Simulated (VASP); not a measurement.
# WC (Fm-3m) in VASP: settings compared

The runs below take WC through single point, with HSE06, PBE0, PBE.

Everything below comes from runs of VASP 6.6.1. Logs are shortened: lines on timing, memory, paths and dates and some standing lists are left out, and cuts for length are marked.

## (1) The cell of the first run

Symmetry: Fm-3m, No. 225, cubic system. The conventional cell has a = 4.414 Å, b = 4.414 Å, c = 4.414 Å, α = 90.00°, β = 90.00°, γ = 90.00°. Within 2.9 Å of W (site symmetry m-3m) lie 6 C at 2.21 Å. Within 2.9 Å of C (site symmetry m-3m) lie 6 W at 2.21 Å.

## (2) Single point, HSE06

POSCAR

```
WC
1.0
    0.0000000000      2.2072055093      2.2072055093
    2.2072055093      0.0000000000      2.2072055093
    2.2072055093      2.2072055093      0.0000000000
W C
1 1
Direct
    0.0000000000      0.0000000000      0.0000000000
    0.5000000000      0.5000000000      0.5000000000
```

INCAR.step1

```
SYSTEM = WC
ALGO = Normal
EDIFF = 1E-5
ENCUT = 520
GGA = PE
ISIF = 2
ISMEAR = -1
LASPH = .TRUE.
LCHARG = .FALSE.
LREAL = .FALSE.
LWAVE = .TRUE.
NBANDS = 16
NELM = 80
PREC = Accurate
SIGMA = 0.05
```

INCAR.step2

```
SYSTEM = WC
ALGO = Normal
EDIFF = 1E-7
ENCUT = 520
GGA = PE
HFSCREEN = 0.2079
ISIF = 2
ISMEAR = -1
ISTART = 1
LASPH = .TRUE.
LCHARG = .FALSE.
LHFCALC = .TRUE.
LREAL = .FALSE.
LWAVE = .FALSE.
NBANDS = 16
NELM = 80
PREC = Accurate
PRECFOCK = Normal
SIGMA = 0.05
```

KPOINTS

```
k-points
0
G
  6 6 6
  0 0 0
```

Potentials or basis: VASP PAW PBE potentials, release 64 (W_sv, C).

Run with:

```
$ cat potpaw_PBE.64/W_sv/POTCAR potpaw_PBE.64/C/POTCAR > POTCAR
$ cp INCAR.step1 INCAR
$ mpirun -np 1 vasp_std > vasp.out
$ cp INCAR.step2 INCAR
$ mpirun -np 1 vasp_std > vasp.out
```

OUTCAR:

```text
SYSTEM = WC
   EDIFF = 1E-7
   ENCUT = 520
   GGA = PE
   HFSCREEN = 0.2079
   ISIF = 2
   ISMEAR = -1
   ISTART = 1
   LASPH = .TRUE.
   LHFCALC = .TRUE.
   LREAL = .FALSE.
   NELM = 80
   PREC = Accurate
   PRECFOCK = Normal

 ion  position               nearest neighbor table
   1  0.000  0.000  0.000-   2 2.21   2 2.21   2 2.21   2 2.21   2 2.21   2 2.21
   2  0.500  0.500  0.500-   1 2.21   1 2.21   1 2.21   1 2.21   1 2.21   1 2.21

  LATTYP: Found a face centered cubic cell.
 ALAT       =     4.4144110186

  Lattice vectors:

 A1 = (   0.0000000000,   2.2072055093,   2.2072055093)
 A2 = (   2.2072055093,   0.0000000000,   2.2072055093)
 A3 = (   2.2072055093,   2.2072055093,   0.0000000000)

Analysis of symmetry for initial positions (statically):
=====================================================================
 Subroutine PRICEL returns:
 Original cell was already a primitive cell.

 Routine SETGRP: Setting up the symmetry group for a
 face centered cubic supercell.

 Subroutine GETGRP returns: Found 48 space group operations
 (whereof 48 operations were pure point group operations)
 out of a pool of 48 trial point group operations.

The static configuration has the point symmetry O_h .

Analysis of symmetry for dynamics (positions and initial velocities):
=====================================================================
 Subroutine PRICEL returns:
 Original cell was already a primitive cell.

 Routine SETGRP: Setting up the symmetry group for a
 face centered cubic supercell.

 Subroutine GETGRP returns: Found 48 space group operations
 (whereof 48 operations were pure point group operations)
 out of a pool of 48 trial point group operations.

The dynamic configuration has the point symmetry O_h .

 Subroutine INISYM returns: Found 48 space group operations
 (whereof 48 operations are pure point group operations),
 and found     1 'primitive' translations

----------------------------------------------------------------------------------------

                                     Primitive cell

  volume of cell :      21.5059

  direct lattice vectors                    reciprocal lattice vectors
     0.000000000  2.207205509  2.207205509    -0.226530787  0.226530787  0.226530787
     2.207205509  0.000000000  2.207205509     0.226530787 -0.226530787  0.226530787
     2.207205509  2.207205509  0.000000000     0.226530787  0.226530787 -0.226530787

  length of vectors
     3.121459966  3.121459966  3.121459966     0.392362832  0.392362832  0.392362832

  position of ions in fractional coordinates (direct lattice)
     0.000000000  0.000000000  0.000000000
     0.500000000  0.500000000  0.500000000

  ion indices of the primitive-cell ions
   primitive index   ion index
                 1           1
                 2           2

----------------------------------------------------------------------------------------

 KPOINTS: k-points

Automatic generation of k-mesh.
 Grid dimensions read from file:
 generate k-points for:    6    6    6

 Generating k-lattice:

  Cartesian coordinates                     Fractional coordinates (reciprocal lattice)
    -0.037755131  0.037755131  0.037755131     0.166666667  0.000000000  0.000000000
     0.037755131 -0.037755131  0.037755131     0.000000000  0.166666667  0.000000000
     0.037755131  0.037755131 -0.037755131     0.000000000  0.000000000  0.166666667

  Length of vectors
     0.065393805  0.065393805  0.065393805

  Shift w.r.t. Gamma in fractional coordinates (k-lattice)
     0.000000000  0.000000000  0.000000000

 Subroutine IBZKPT returns following result:
 ===========================================

 Found     16 irreducible k-points:

 Following reciprocal coordinates:
            Coordinates               Weight
  0.000000  0.000000  0.000000      1.000000
  0.166667  0.000000  0.000000      8.000000
  0.333333  0.000000  0.000000      8.000000
  0.500000  0.000000  0.000000      4.000000
  0.166667  0.166667  0.000000      6.000000
  0.333333  0.166667  0.000000     24.000000
[... 8 lines left out ...]
 -0.333333  0.333333  0.166667     24.000000
 -0.333333  0.500000  0.166667     12.000000
   k-points           NKPTS =     16   k-points in BZ     NKDIM =    216   number of bands    NBANDS=     16
   number of dos      NEDOS =    301   number of ions     NIONS =      2
   total plane-waves  NPLWV =  13824
   dimension x,y,z NGX =    24 NGY =   24 NGZ =   24
   dimension x,y,z NGXF=    48 NGYF=   48 NGZF=   48
   ions per type =               1   1
   NGX,Y,Z   is equivalent  to a cutoff of  12.78, 12.78, 12.78 a.u.
   NGXF,Y,Z  is equivalent  to a cutoff of  25.56, 25.56, 25.56 a.u.
 SYSTEM =  WC
   PREC   = accura    normal or accurate (medium, high low for compatibility)
   ISTART =      1    job   : 0-new  1-cont  2-samecut
   ICHARG =      0    charge: 1-file 2-atom 10-const
   ISPIN  =      1    spin polarized calculation?
   LNONCOLLINEAR =      F non collinear calculations
   LSORBIT =      F    spin-orbit coupling
   LASPH  =      T    aspherical Exc in radial PAW
   ENCUT  =  520.0 eV  38.22 Ry    6.18 a.u.   5.80  5.80  5.80*2*pi/ulx,y,z
   NELM   =     80;   NELMIN=  2; NELMDL=  0     # of ELM steps
   EDIFF  = 0.1E-06   stopping-criterion for ELM
   LREAL  =      F    real-space projection
   EDIFFG = 0.1E-05   stopping-criterion for IOM
   NSW    =      0    number of steps for IOM
   IBRION =     -1    ionic relax: 0-MD 1-quasi-New 2-CG
   NFREE  =      0    steps in history (QN), initial steepest desc. (CG)
   ISIF   =      2    stress and relaxation
   ISYM   =      3    0-nonsym 1-usesym 2-fastsym
   POTIM  = 0.5000    time-step for ionic-motion
   TEBEG  =    0.0;   TEEND  =   0.0 temperature during run
   PSTRESS=    0.0 pullay stress
   NELECT =      18.0000    total number of electrons
   NUPDOWN=      -1.0000    fix difference up-down
   EMIN   =  10.00;   EMAX   =-10.00  energy-range for DOS
   EFERMI =   0.00;   METHOD = LEGACY
   ISMEAR =    -1;   SIGMA  =   0.05  broadening in eV -4-tet -1-fermi 0-gaus
   EFERMI_NEDOS =   21; number of points for ismear=-14 and -15
   IALGO  =     38    algorithm
   IMIX   =      1    mixing-type and parameters
     AMIX     =   0.40;   BMIX     =  1.00
     AMIX_MAG =   1.60;   BMIX_MAG =  1.00
  volume/ion in A,a.u.               =      10.75        72.56
  Fermi-wavevector in a.u.,A,eV,Ry     =   1.542812  2.915491 32.385507  2.380268
  Thomas-Fermi vector in A             =   2.648563
   LORBIT       =      0    0 simple, 1 ext, 2 COOP (PROOUT), +10 PAW based schemes
   GGA     = PE    functional components
   LHFCALC =     T    Hartree Fock is set to
   PRECFOCK=normal    Normal, Fast or Accurate (Low or Medium for compatibility)
   ENCUT4O =  -1.0   cutoff for four orbital integrals eV
   NKREDX  =     1    reduce k-point grid by
   NKREDY  =     1    reduce k-point grid by
   NKREDZ  =     1    reduce k-point grid by
   AEXX    =    0.2500 exact exchange contribution
   HFSCREEN=    0.2079 screening length (either q_TF or 0.3 A-1)
   HFSCREENC=   0.2079 screening length for correlation (either q_TF or 0.3 A-1)
   ENCUTFOCK=  -1.0 apply spherical cutoff to Coloumb kernel
   IVDW    =     0    specifies the selected vdW correction
   LEPSILON=     F    determine dielectric tensor
   LRPA    =     F    only Hartree local field effects (RPA)
 non-spin polarized calculation
  energy-cutoff  :      520.00
  volume of cell :       21.51
 maximum number of plane-waves:       589
  NGX = 18; NGY = 18; NGZ = 18

 number of electron      18.0000003 magnetization

 Free energy of the ion-electron system (eV)
  ---------------------------------------------------
  ext. energy  EPLUGINS =         0.00000000
  ---------------------------------------------------
  free energy    TOTEN  =       -24.75668431 eV

  energy without entropy =      -24.74868188  energy(sigma->0) =      -24.75268309

 E-fermi :  12.0838     XC(G=0): -11.0808

 val. band max:       12.0106143237   @ k =  -0.3333   0.1667   0.0000
 cond. band min:      12.3865009069   @ k =  -0.3333   0.3333   0.1667
 fundamental gap:      0.3758865832
 Fermi energy:        12.0838136995

 k-point     1 :       0.0000    0.0000    0.0000
  band No.  band energies     occupation
      1     -67.6650      2.00000
      2     -30.1473      2.00000
      3     -30.1473      2.00000
      4     -30.1473      2.00000
      5      -5.5502      2.00000
      6       8.9702      2.00000
[... 8 lines left out ...]
     15      22.4178      0.00000
     16      36.1672      0.00000

 k-point     2 :       0.1667    0.0000    0.0000
  band No.  band energies     occupation
      1     -67.6547      2.00000
      2     -30.3188      2.00000
      3     -30.1665      2.00000
      4     -30.1665      2.00000
      5      -4.7455      2.00000
      6       6.6900      2.00000
[... 8 lines left out ...]
     15      24.0486      0.00000
     16      31.3791      0.00000

 k-point     3 :       0.3333    0.0000    0.0000
  band No.  band energies     occupation
      1     -67.6342      2.00000
      2     -30.6483      2.00000
      3     -30.2038      2.00000
      4     -30.2037      2.00000
      5      -2.6926      2.00000
      6       3.4545      2.00000
[... 8 lines left out ...]
     15      25.7701      0.00000
     16      27.3312      0.00000

 k-point     4 :       0.5000    0.0000    0.0000
  band No.  band energies     occupation
      1     -67.6239      2.00000
      2     -30.8068      2.00000
      3     -30.2221      2.00000
      4     -30.2221      2.00000
      5      -0.7134      2.00000
      6       1.1676      2.00000
[... 8 lines left out ...]
     15      24.4302      0.00000
     16      24.4302      0.00000
[... 172 lines left out ...]
 k-point    14 :       0.5000    0.3333    0.1667
  band No.  band energies     occupation
      1     -67.6202      2.00000
      2     -30.6298      2.00000
      3     -30.4134      2.00000
      4     -30.2837      2.00000
      5      -2.3298      2.00000
      6       3.4799      2.00000
[... 8 lines left out ...]
     15      24.0580      0.00000
     16      25.9731      0.00000

 k-point    15 :      -0.3333    0.3333    0.1667
  band No.  band energies     occupation
      1     -67.6132      2.00000
      2     -30.6540      2.00000
      3     -30.4831      2.00000
      4     -30.3215      2.00000
      5      -1.9035      2.00000
      6       3.4176      2.00000
[... 8 lines left out ...]
     15      25.0335      0.00000
     16      26.0655      0.00000

 k-point    16 :      -0.3333    0.5000    0.1667
  band No.  band energies     occupation
      1     -67.6096      2.00000
      2     -30.6564      2.00000
      3     -30.4795      2.00000
      4     -30.3896      2.00000
      5      -2.5071      2.00000
      6       5.2634      2.00000
[... 8 lines left out ...]
     15      24.9300      0.00000
     16      27.2914      0.00000

------------------------ aborting loop because EDIFF is reached ----------------------------------------

  FORCE on cell =-STRESS in cart. coord.  units (eV):
  Direction    XX          YY          ZZ          XY          YZ          ZX
  --------------------------------------------------------------------------------------
  -------------------------------------------------------------------------------------
  Total       -2.2300401     -2.2300401     -2.2300401      0.0000000      0.0000000      0.0000000
  in kB     -166.1364578   -166.1364578   -166.1364578      0.0000000      0.0000000      0.0000000
  external PRESSURE =    -166.1364578 kB  Pullay stress =       0.0000000 kB

 VOLUME and BASIS-vectors are now :
 -----------------------------------------------------------------------------
  energy-cutoff  :      520.00
  volume of cell :       21.51
      direct lattice vectors                 reciprocal lattice vectors
     0.000000000  2.207205509  2.207205509    -0.226530787  0.226530787  0.226530787
     2.207205509  0.000000000  2.207205509     0.226530787 -0.226530787  0.226530787
     2.207205509  2.207205509  0.000000000     0.226530787  0.226530787 -0.226530787

 POSITION                                       TOTAL-FORCE (eV/Angst)
 -----------------------------------------------------------------------------------
      0.00000      0.00000      0.00000        -0.000000     -0.000000     -0.000000
      2.20721      2.20721      2.20721         0.000000      0.000000      0.000000
 -----------------------------------------------------------------------------------
    total drift:                                0.000002      0.000002      0.000003

  FREE ENERGIE OF THE ION-ELECTRON SYSTEM (eV)
  ---------------------------------------------------
  free  energy   TOTEN  =       -24.7566843101 eV

  energy  without entropy=      -24.7486818793  energy(sigma->0) =      -24.75268309
```

Run time: 37 min. Hardware: 1 thread of Intel Xeon Platinum 8259CL at 2.50GHz (Skylake/Cascade Lake), shared host; peak memory 0.26 GiB.

What came out:

```
Free energy            : -24.7567 eV
Pressure               : -16.6 GPa
Band gap on the k mesh : zero (bands 9 and 10 overlap by 3.25 eV)
```

Caveat: the k points lie up to 0.41 Å⁻¹ apart, too coarse for converged energies and pressures of a metal; the PAW data sets were made with another functional, which shifts forces and pressure a little; spin-orbit coupling is left out, which moves the levels of the heavy elements.

(Continued in part 2 of 3.)
